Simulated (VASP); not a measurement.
Here is a VASP 6.6.1 calculation.

The input INCAR:

```
SYSTEM = Bi2Te2O
PREC = Accurate
ENCUT = 600
EDIFF = 1E-6
ISMEAR = 0
SIGMA = 0.15
LREAL = .FALSE.
LASPH = .TRUE.
NELM = 60
ALGO = Normal
ISIF = 3
LWAVE = .FALSE.
LCHARG = .FALSE.
GGA = PE
IBRION = 2
NSW = 36
EDIFFG = -0.08
```

KPOINTS

```
Automatic mesh
0
G
  3 3 3
  0 0 0
```

File POSCAR:

```
Bi2Te2O
1.0
    2.5680897800      1.4826873200      7.4299939400
   -2.5680897800      1.4826873200      7.4299939400
    0.0000000000     -2.9653746500      7.4299939400
Bi Te O
2 2 1
Direct
    0.9831488900      0.9831488900      0.9831488900
    0.1625286500      0.1625286500      0.1625286500
    0.5151340300      0.5151340300      0.5151340300
    0.7100246400      0.7100246400      0.7100246400
    0.3516922500      0.3516922500      0.3516922500
```

Potentials or basis: VASP PAW PBE potentials, release 64 (Bi_d, Te, O).

The run is started by

```sh
$ cat potpaw_PBE.64/Bi_d/POTCAR potpaw_PBE.64/Te/POTCAR potpaw_PBE.64/O/POTCAR > POTCAR
$ mpirun -np 1 vasp_std > vasp.out
```

Problem. Estimate the band gap on the k mesh.

Solution. 1.07 eV (least direct gap 1.45 eV).

Problem. Predict the space group after relaxing (to 0.1 Å).

Solution. R3m (No. 160).

Problem. Predict the relaxed cell.

Solution. a = 9.341 Å, b = 9.341 Å, c = 9.341 Å, α = 26.01°, β = 26.01°, γ = 26.01°.

Problem. What does it give for the relaxed volume?

Solution. 27.60 Å³/atom.

Forces on the atoms (eV/Å):
```
Bi   0.000  0.000 -0.048
Bi   0.000  0.000  0.063
Te   0.000  0.000 -0.063
Te   0.000  0.000  0.075
O    0.000  0.000 -0.026
```

Caveat: the k points lie up to 0.58 Å⁻¹ apart in the final cell; the volume moved by over 15 % at a fixed basis, so the end points are rough; spin-orbit coupling is left out, which moves the levels of the heavy elements; the relaxation stopped at a loose force limit of 0.08 eV/Å, so its end isn't a converged minimum. A k mesh can miss the band edges.
